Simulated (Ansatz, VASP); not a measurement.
## Ru: VASP beside Ansatz

```
Ru
1.0
     0.00000    1.82900    1.82900
     1.82900    0.00000    1.82900
     1.82900    1.82900    0.00000
Ru
1
Direct
  0.00000 0.00000 0.00000
```

Alike in both runs: task single point; functional PBE; k mesh 8 × 8 × 8; collinear spin.

|  | VASP | Ansatz |
| --- | --- | --- |
| version | VASP 6.6.1 | Ansatz 0.2 development build |
| potentials or method | VASP PAW PBE potentials, release 64 (Ru_pv) | PAW hard, scalar-relativistic |
| plane-wave cutoff (eV) | 500 | 660 |
| occupations | fermi-dirac, width 0.1 eV | fermi-dirac |

|  | VASP | Ansatz | Ansatz less VASP |
| --- | --- | --- | --- |
| net moment per atom (μB) | 0.00 | 0.00 | 0.000 |

The k mesh is coarse, so the values compare programs but aren't converged.
